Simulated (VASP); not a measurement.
Write the native input for VASP 6.6.1 that does the following.

```
Task                   : single point
Functional             : revPBE
Dispersion             : D4
Potentials or basis    : VASP PAW PBE potentials, release 64 (Ta_pv)
Cutoff                 : 520 eV
k mesh                 : 11 × 11 × 11
Occupations            : fermi-dirac, width 0.05 eV
Spin                   : no spin polarisation
Dipole correction      : no
Further INCAR settings : ALGO = Normal; EDIFF = 1e-06; NBANDS = 12
```

The structure of Ta lies in POSCAR:

```
Ta
1.0
   -1.6550089731      1.6550089731      1.6550089731
    1.6550089731     -1.6550089731      1.6550089731
    1.6550089731      1.6550089731     -1.6550089731
Ta
1
Direct
    0.0000000000      0.0000000000      0.0000000000
```

These files were run (other wordings do the same):

INCAR

```
SYSTEM = Ta
ALGO = Normal ; EDIFF = 1E-6
ENCUT = 520 ; GGA = RE
ISIF = 2 ; ISMEAR = -1
IVDW = 13 ; LASPH = .TRUE.
LCHARG = .TRUE. ; LELF = .TRUE.
LREAL = .FALSE. ; LVHAR = .TRUE.
LWAVE = .FALSE. ; NBANDS = 12
NELM = 60 ; PREC = Accurate
SIGMA = 0.05
```

KPOINTS

```
k-points
0
G
  11 11 11
  0 0 0
```

Potentials or basis: VASP PAW PBE potentials, release 64 (Ta_pv).

The run is started by

```console
$ cat potpaw_PBE.64/Ta_pv/POTCAR > POTCAR
$ mpirun -np 1 vasp_std > vasp.out
```

Results of the run:

```
Pressure                   : 0.0 GPa
Dispersion energy per atom : -0.425 eV
```

Caveat: the PAW data sets were made with another functional, which shifts forces and pressure a little; pairwise dispersion overbinds metals, which lowers pressure and volume.

Run time: 14 s on 1 thread of Intel Xeon 8259CL (shared host), peak memory 0.14 GiB.
